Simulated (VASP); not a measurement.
A run of VASP 6.6.1:

INCAR

```
PREC = Accurate
ENCUT = 520
EDIFF = 1E-6
ISMEAR = -1
SIGMA = 0.1
LREAL = F
LASPH = T
NELM = 80
ALGO = Normal
ISIF = 2
LWAVE = F
LCHARG = F
GGA = PS
NBANDS = 12
```

KPOINTS

```
Automatic mesh
0
Gamma
  13 13 13
```

POSCAR

```
Zr
1.0
    2.2011536557      0.0000000000      0.0000000000
    0.0000000000      2.2011536557      0.0000000000
    0.0000000000      0.0000000000      2.2011536557
Zr
1
Direct
    0.0000000000      0.0000000000      0.0000000000
```

Potentials or basis: VASP PAW PBE potentials, release 64 (Zr_sv).

Run with:

```sh
$ cat potpaw_PBE.64/Zr_sv/POTCAR > POTCAR
$ mpirun -np 1 vasp_std > vasp.out
```

Hardware: 1 thread of Intel(R) Xeon(R) Platinum 8488C (Sapphire Rapids), with other jobs on the host.

Task: How long does it take, and how much memory?

Result: Wall time 5 s on 1 thread of Intel(R) Xeon(R) Platinum 8488C (Sapphire Rapids), on a shared host, peak memory 0.12 GiB. Counts: scf iterations 13, k points 84.
